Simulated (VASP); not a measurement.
# TaSi2 (P6_222) in VASP: single point with PBE

Aim: the single point of TaSi2 with PBE.

Everything below comes from runs of VASP 6.6.1. Logs are shortened: lines on timing, memory, paths and dates and some standing lists are left out, and cuts for length are marked.

**1. The cell of the first run**

It takes space group P6_222 (No. 180, hexagonal). Conventional cell: a = 4.806 Å, b = 4.806 Å, c = 6.595 Å, α = 90.00°, β = 90.00°, γ = 120.00°. Within 3.5 Å of Ta (site symmetry 222) lie 10 Si at 2.62 to 2.84 Å and 4 Ta at 3.26 Å. Si (site symmetry 2) has 9 Si at 2.57 to 3.34 Å and 5 Ta at 2.62 to 2.84 Å within 3.4 Å.

**2. Single point, PBE**

INCAR reads:

```
SYSTEM = TaSi2
PREC = Accurate
ENCUT = 520
EDIFF = 1E-7
ISMEAR = 1
SIGMA = 0.1
LREAL = .FALSE.
LASPH = .TRUE.
NELM = 80
ALGO = Normal
ISIF = 2
LWAVE = .FALSE.
LCHARG = .TRUE.
GGA = PE
LELF = .TRUE.
LVHAR = .TRUE.
NBANDS = 38
```

KPOINTS reads:

```
Automatic mesh
0
G
  12 12 8
  0 0 0
```

POSCAR reads:

```
TaSi2
1.0
    4.8062029746      0.0000000000      0.0000000000
   -2.4031014873      4.1622938718      0.0000000000
    0.0000000000      0.0000000000      6.5952407625
Ta Si
3 6
Direct
    0.5000000000      0.0000000000      0.5000000000
    0.5000000000      0.5000000000      0.8333333333
    0.0000000000      0.5000000000      0.1666666667
    0.1588834053      0.3177668106      0.5000000000
    0.8411165947      0.1588834053      0.8333333333
    0.6822331894      0.8411165947      0.1666666667
    0.8411165947      0.6822331894      0.5000000000
    0.1588834053      0.8411165947      0.8333333333
    0.3177668106      0.1588834053      0.1666666667
```

Potentials or basis: VASP PAW PBE potentials, release 64 (Ta_pv, Si).

Command:

```
$ cat potpaw_PBE.64/Ta_pv/POTCAR potpaw_PBE.64/Si/POTCAR > POTCAR
$ mpirun -np 1 vasp_std > vasp.out
```

OUTCAR:

```text
SYSTEM = TaSi2
   PREC = Accurate
   ENCUT = 520
   EDIFF = 1E-7
   ISMEAR = 1
   LREAL = .FALSE.
   LASPH = .TRUE.
   NELM = 80
   ISIF = 2
   GGA = PE

 ion  position               nearest neighbor table
   1  0.500  0.000  0.500-   5 2.62   8 2.62   6 2.62   9 2.62   4 2.74   7 2.74   4 2.74   7 2.74
                             4 2.84   7 2.84   2 3.26   2 3.26   3 3.26   3 3.26
   2  0.500  0.500  0.833-   4 2.62   7 2.62   6 2.62   9 2.62   8 2.74   5 2.74   8 2.74   5 2.74
                             8 2.84   5 2.84   1 3.26   1 3.26   3 3.26   3 3.26
   3  0.000  0.500  0.167-   4 2.62   7 2.62   5 2.62   8 2.62   6 2.74   9 2.74   9 2.74   6 2.74
                             6 2.84   9 2.84   1 3.26   1 3.26   2 3.26   2 3.26
   4  0.159  0.318  0.500-   9 2.57   5 2.57   2 2.62   3 2.62   7 2.65   1 2.74   1 2.74   1 2.84
                             7 2.84   7 2.84
   5  0.841  0.159  0.833-   4 2.57   6 2.57   1 2.62   3 2.62   8 2.65   2 2.74   2 2.74   2 2.84
                             8 2.84   8 2.84
   6  0.682  0.841  0.167-   7 2.57   5 2.57   1 2.62   2 2.62   9 2.65   3 2.74   3 2.74   3 2.84
                             9 2.84   9 2.84
   7  0.841  0.682  0.500-   6 2.57   8 2.57   2 2.62   3 2.62   4 2.65   1 2.74   1 2.74   1 2.84
                             4 2.84   4 2.84
   8  0.159  0.841  0.833-   7 2.57   9 2.57   1 2.62   3 2.62   5 2.65   2 2.74   2 2.74   2 2.84
                             5 2.84   5 2.84
   9  0.318  0.159  0.167-   4 2.57   8 2.57   1 2.62   2 2.62   6 2.65   3 2.74   3 2.74   3 2.84
                             6 2.84   6 2.84

  LATTYP: Found a hexagonal cell.
 ALAT       =     4.8062029746
 C/A-ratio  =     1.3722351714

  Lattice vectors:

 A1 = (   4.8062029746,   0.0000000000,   0.0000000000)
 A2 = (  -2.4031014873,   4.1622938718,   0.0000000000)
 A3 = (   0.0000000000,   0.0000000000,   6.5952407625)

Analysis of symmetry for initial positions (statically):
=====================================================================
 Subroutine PRICEL returns:
 Original cell was already a primitive cell.

 Routine SETGRP: Setting up the symmetry group for a
 hexagonal supercell.

 Subroutine GETGRP returns: Found 12 space group operations
 (whereof  4 operations were pure point group operations)
 out of a pool of 24 trial point group operations.

The static configuration has the point symmetry D_2 .
 The point group associated with its full space group is D_6 .

Analysis of symmetry for dynamics (positions and initial velocities):
=====================================================================
 Subroutine PRICEL returns:
 Original cell was already a primitive cell.

 Routine SETGRP: Setting up the symmetry group for a
 hexagonal supercell.

 Subroutine GETGRP returns: Found 12 space group operations
 (whereof  4 operations were pure point group operations)
 out of a pool of 24 trial point group operations.

The dynamic configuration has the point symmetry D_2 .
 The point group associated with its full space group is D_6 .

 Subroutine INISYM returns: Found 12 space group operations
 (whereof  4 operations are pure point group operations),
 and found     1 'primitive' translations

----------------------------------------------------------------------------------------

                                     Primitive cell

  volume of cell :     131.9367

  direct lattice vectors                    reciprocal lattice vectors
     4.806202975  0.000000000  0.000000000     0.208064454  0.120126069  0.000000000
    -2.403101487  4.162293872  0.000000000     0.000000000  0.240252138  0.000000000
     0.000000000  0.000000000  6.595240762     0.000000000  0.000000000  0.151624487

  length of vectors
     4.806202975  4.806202975  6.595240762     0.240252138  0.240252138  0.151624487

  position of ions in fractional coordinates (direct lattice)
     0.500000000  0.000000000  0.500000000
     0.500000000  0.500000000  0.833333333
     0.000000000  0.500000000  0.166666667
     0.158883405  0.317766811  0.500000000
     0.841116595  0.158883405  0.833333333
     0.682233189  0.841116595  0.166666667
     0.841116595  0.682233189  0.500000000
     0.158883405  0.841116595  0.833333333
     0.317766811  0.158883405  0.166666667

  ion indices of the primitive-cell ions
   primitive index   ion index
                 1           1
                 2           2
                 3           3
                 4           4
                 5           5
                 6           6
                 7           7
                 8           8
                 9           9

----------------------------------------------------------------------------------------

 KPOINTS: Automatic mesh

Automatic generation of k-mesh.
 Grid dimensions read from file:
 generate k-points for:   12   12    8

 Generating k-lattice:

  Cartesian coordinates                     Fractional coordinates (reciprocal lattice)
     0.017338705  0.010010506  0.000000000     0.083333333  0.000000000  0.000000000
     0.000000000  0.020021011  0.000000000     0.000000000  0.083333333  0.000000000
     0.000000000  0.000000000  0.018953061     0.000000000  0.000000000  0.125000000

  Length of vectors
     0.020021011  0.020021011  0.018953061

  Shift w.r.t. Gamma in fractional coordinates (k-lattice)
     0.000000000  0.000000000  0.000000000

 Subroutine IBZKPT returns following result:
 ===========================================

 Found     95 irreducible k-points:

 Following reciprocal coordinates:
            Coordinates               Weight
  0.000000  0.000000  0.000000      1.000000
  0.083333 -0.000000  0.000000      6.000000
  0.166667 -0.000000  0.000000      6.000000
  0.250000 -0.000000  0.000000      6.000000
  0.333333 -0.000000  0.000000      6.000000
  0.416667 -0.000000  0.000000      6.000000
[... 16 lines left out ...]
  0.250000 -0.000000  0.125000     12.000000
  0.333333 -0.000000  0.125000     12.000000
 [... further k-points ...]
   k-points           NKPTS =     95   k-points in BZ     NKDIM =     95   number of bands    NBANDS=     38
   number of dos      NEDOS =    301   number of ions     NIONS =      9
   total plane-waves  NPLWV =  64800
   dimension x,y,z NGX =    36 NGY =   36 NGZ =   50
   dimension x,y,z NGXF=    72 NGYF=   72 NGZF=  100
   ions per type =               3   6
   NGX,Y,Z   is equivalent  to a cutoff of  12.45, 12.45, 12.60 a.u.
   NGXF,Y,Z  is equivalent  to a cutoff of  24.90, 24.90, 25.21 a.u.
 SYSTEM =  TaSi2
   PREC   = accura    normal or accurate (medium, high low for compatibility)
   ISTART =      0    job   : 0-new  1-cont  2-samecut
   ICHARG =      2    charge: 1-file 2-atom 10-const
   ISPIN  =      1    spin polarized calculation?
   LNONCOLLINEAR =      F non collinear calculations
   LSORBIT =      F    spin-orbit coupling
   LASPH  =      T    aspherical Exc in radial PAW
   ENCUT  =  520.0 eV  38.22 Ry    6.18 a.u.   8.94  8.94 12.26*2*pi/ulx,y,z
   NELM   =     80;   NELMIN=  2; NELMDL= -5     # of ELM steps
   EDIFF  = 0.1E-06   stopping-criterion for ELM
   LREAL  =      F    real-space projection
   EDIFFG = 0.1E-05   stopping-criterion for IOM
   NSW    =      0    number of steps for IOM
   IBRION =     -1    ionic relax: 0-MD 1-quasi-New 2-CG
   NFREE  =      0    steps in history (QN), initial steepest desc. (CG)
   ISIF   =      2    stress and relaxation
   ISYM   =      2    0-nonsym 1-usesym 2-fastsym
   POTIM  = 0.5000    time-step for ionic-motion
   TEBEG  =    0.0;   TEEND  =   0.0 temperature during run
   PSTRESS=    0.0 pullay stress
   NELECT =      57.0000    total number of electrons
   NUPDOWN=      -1.0000    fix difference up-down
   EMIN   =  10.00;   EMAX   =-10.00  energy-range for DOS
   EFERMI =   0.00;   METHOD = LEGACY
   ISMEAR =     1;   SIGMA  =   0.10  broadening in eV -4-tet -1-fermi 0-gaus
   EFERMI_NEDOS =   21; number of points for ismear=-14 and -15
   IALGO  =     38    algorithm
   IMIX   =      4    mixing-type and parameters
     AMIX     =   0.40;   BMIX     =  1.00
     AMIX_MAG =   1.60;   BMIX_MAG =  1.00
  volume/ion in A,a.u.               =      14.66        98.93
  Fermi-wavevector in a.u.,A,eV,Ry     =   1.237593  2.338712 20.839189  1.531637
  Thomas-Fermi vector in A             =   2.372154
   LORBIT       =      0    0 simple, 1 ext, 2 COOP (PROOUT), +10 PAW based schemes
   GGA     = PE    functional components
   LHFCALC =     F    Hartree Fock is set to
   AEXX    =    0.0000 exact exchange contribution
   IVDW    =     0    specifies the selected vdW correction
   LEPSILON=     F    determine dielectric tensor
   LRPA    =     F    only Hartree local field effects (RPA)
 non-spin polarized calculation
 Methfessel and Paxton  Order N= 1 SIGMA  =   0.10
  energy-cutoff  :      520.00
  volume of cell :      131.94
 maximum number of plane-waves:      3579
 NGX is ok and might be reduce to    36
   NGX = 17   NGY = 17   NGZ = 25

 number of electron      57.0000007 magnetization

 Free energy of the ion-electron system (eV)
  ---------------------------------------------------
  ext. energy  EPLUGINS =         0.00000000
  ---------------------------------------------------
  free energy    TOTEN  =       -72.26410027 eV

  energy without entropy =      -72.26466098  energy(sigma->0) =      -72.26428718

 E-fermi :   9.2198     XC(G=0): -12.0154

 val. band max:        9.2179481663   @ k =   0.3333   0.1667   0.3750
 cond. band min:       9.2449189674   @ k =   0.4167   0.0833   0.0000
 fundamental gap:      0.0269708011
 Fermi energy:         9.2198199631

 k-point     1 :       0.0000    0.0000    0.0000
  band No.  band energies     occupation
      1     -25.1884      2.00000
      2     -25.1839      2.00000
      3     -25.1839      2.00000
      4     -25.1177      2.00000
      5     -25.1177      2.00000
      6     -25.0302      2.00000
[... 30 lines left out ...]
     37      13.0552      0.00000
     38      13.1703      0.00000

 k-point     2 :       0.0833   -0.0000    0.0000
  band No.  band energies     occupation
      1     -25.1994      2.00000
      2     -25.1854      2.00000
      3     -25.1737      2.00000
      4     -25.1183      2.00000
      5     -25.1168      2.00000
      6     -25.0326      2.00000
[... 894 lines left out ...]
 k-point    24 :       0.3333   -0.0000    0.1250
  band No.  band energies     occupation
      1     -25.2271      2.00000
      2     -25.2041      2.00000
      3     -25.1481      2.00000
      4     -25.1294      2.00000
      5     -25.1032      2.00000
      6     -25.0471      2.00000
[... 30 lines left out ...]
     37      13.1538      0.00000
     38      13.3791      0.00000

 [... further k-points ...]
[... 5 lines left out ...]
  --------------------------------------------------------------------------------------
  -------------------------------------------------------------------------------------
  Total        0.0757827      0.0757827      0.0858450      0.0000000     -0.0000000      0.0000000
  in kB        0.9202696      0.9202696      1.0424615      0.0000000     -0.0000000      0.0000000
  external PRESSURE =       0.9610002 kB  Pullay stress =       0.0000000 kB

 VOLUME and BASIS-vectors are now :
 -----------------------------------------------------------------------------
  energy-cutoff  :      520.00
  volume of cell :      131.94
      direct lattice vectors                 reciprocal lattice vectors
     4.806202975  0.000000000  0.000000000     0.208064454  0.120126069  0.000000000
    -2.403101487  4.162293872  0.000000000     0.000000000  0.240252138  0.000000000
     0.000000000  0.000000000  6.595240762     0.000000000  0.000000000  0.151624487

 POSITION                                       TOTAL-FORCE (eV/Angst)
 -----------------------------------------------------------------------------------
      2.40310      0.00000      3.29762        -0.000000      0.000000     -0.000000
      1.20155      2.08115      5.49603        -0.000000      0.000000     -0.000000
     -1.20155      2.08115      1.09921        -0.000000      0.000000     -0.000000
      0.00000      1.32264      3.29762        -0.000000     -0.004097     -0.000000
      3.66076      0.66132      5.49603         0.003548     -0.002049      0.000000
      1.25766      3.50097      1.09921         0.003548      0.002049      0.000000
      2.40310      2.83966      3.29762        -0.000000      0.004097     -0.000000
     -1.25766      3.50097      5.49603        -0.003548      0.002049      0.000000
      1.14544      0.66132      1.09921        -0.003548     -0.002049     -0.000000
 -----------------------------------------------------------------------------------
    total drift:                                0.000000     -0.000000     -0.000000

  FREE ENERGIE OF THE ION-ELECTRON SYSTEM (eV)
  ---------------------------------------------------
  free  energy   TOTEN  =       -72.2641002727 eV

  energy  without entropy=      -72.2646609807  energy(sigma->0) =      -72.26428718
```

Run time: 9.7 min. Hardware: 1 thread of Oxide Virtual Turin-like, shared host; peak memory 0.46 GiB.

What came out:

```yaml
Free_energy: -72.2641 eV
Pressure: 0.1 GPa
Largest_force: 0.004 eV/Å
```

Forces in eV/Å, atoms in the order of the input:
```
Ta   0.000  0.000  0.000
Ta   0.000  0.000  0.000
Ta   0.000  0.000  0.000
Si   0.000 -0.004  0.000
Si   0.004 -0.002  0.000
Si   0.004  0.002  0.000
Si   0.000  0.004  0.000
Si  -0.004  0.002  0.000
Si  -0.004 -0.002  0.000
```

Levels at points of the mesh, in eV from the Fermi level:
```csv
k point,band 25,band 26,band 27,band 28,band 29,band 30,band 31,band 32,band 33,band 34
"(0.00, 0.00, 0.00)",-2.47,-2.44,-2.16,-2.16,-1.49,0.74,2.94,2.94,3.35,3.49
"(0.50, 0.00, 0.00)",-2.04,-1.07,-0.73,-0.08,-0.05,0.86,1.15,1.52,1.92,2.26
"(0.00, 0.00, 0.50)",-2.19,-2.04,-1.79,-1.79,1.13,1.13,2.53,2.53,3.36,3.46
"(0.50, 0.00, 0.50)",-2.02,-2.01,-1.83,-0.68,-0.28,1.52,1.91,2.48,2.51,2.53
```

Caveat: spin-orbit coupling is left out, which moves the levels of the heavy elements.
